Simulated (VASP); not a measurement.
W: single point with r2SCAN

The system is W.

```
W
1.0
     0.00000    2.00858    2.00858
     2.00858    0.00000    2.00858
     2.00858    2.00858    0.00000
W
1
Direct
  0.00000 0.00000 0.00000
```

- Program: VASP 6.6.1
- Task: single point
- Functional: r2SCAN
- Potentials or basis: VASP PAW PBE potentials, release 64 (W_sv)
- Cutoff: 520 eV
- k mesh: 28 × 28 × 28
- Occupations: gaussian, width 0.15 eV
- Spin: no spin polarisation

```json
{
 "Pressure": "1.1 GPa",
 "Band gap on the k mesh": "zero (band 7 reaches 13.60 eV, above the bottom of band 8 at 9.91 eV)"
}
```

Levels at points of the mesh, in eV from the Fermi level:
```csv
k point,band 4,band 5,band 6,band 7,band 8,band 9,band 10,band 11
"(0.00, 0.00, 0.00)",-38.51,-9.55,-0.61,-0.61,-0.61,2.84,2.84,13.38
"(0.50, 0.00, 0.00)",-38.68,-5.97,-0.77,-0.77,0.49,5.35,5.35,11.01
"(0.50, 0.50, 0.00)",-38.97,-5.81,-4.87,3.08,5.40,6.05,6.05,12.42
```

Run time: 2.9 min on 1 thread of Intel(R) Xeon(R) 6975P-C (Granite Rapids), with other jobs on the host, peak memory 0.24 GiB.

Caveat: the PAW data sets were made with another functional, which shifts forces and pressure a little; spin-orbit coupling is left out, which moves the levels of the heavy elements.
